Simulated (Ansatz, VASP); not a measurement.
# CaSe in VASP and in Ansatz

```xyz
2
Lattice="3.6511 0.0000 0.0000 0.0000 3.6511 0.0000 0.0000 0.0000 3.6351" Properties=species:S:1:pos:R:3 pbc="T T T"
Ca    0.0000    0.0000    0.0000
Se    1.8256    1.8256    1.8175
```

Change from the starting cell: epitaxial_xy strain +0.5%.

Alike in both runs: task single point; functional PBE; k mesh 8 × 8 × 8; occupations fermi-dirac, width 0.02 eV; no spin polarisation.

|  | VASP | Ansatz |
| --- | --- | --- |
| version | VASP 6.6.1 | Ansatz 0.2.0 |
| potentials or method | VASP PAW PBE potentials, release 64 (Ca_sv, Se) | plane waves, PAW |
| plane-wave cutoff (eV) | 520 | 420 |
| valence electrons in the cell | 16 | 26 |

```tsv
	VASP	Ansatz	Ansatz less VASP
gap on the k mesh at the Fermi level (eV)	0.73	0.74	+0.007
pressure (GPa)	0.3	0.2	-0.16
traceless stress, the component that is largest in VASP (GPa)	0.45	0.45	0.000
```

With one functional, cell and mesh, what is left measures potentials, basis and numerics. VASP's potentials hold 16 valence electrons a cell and Ansatz's 26, so a difference there can come from the potentials and not from the codes.
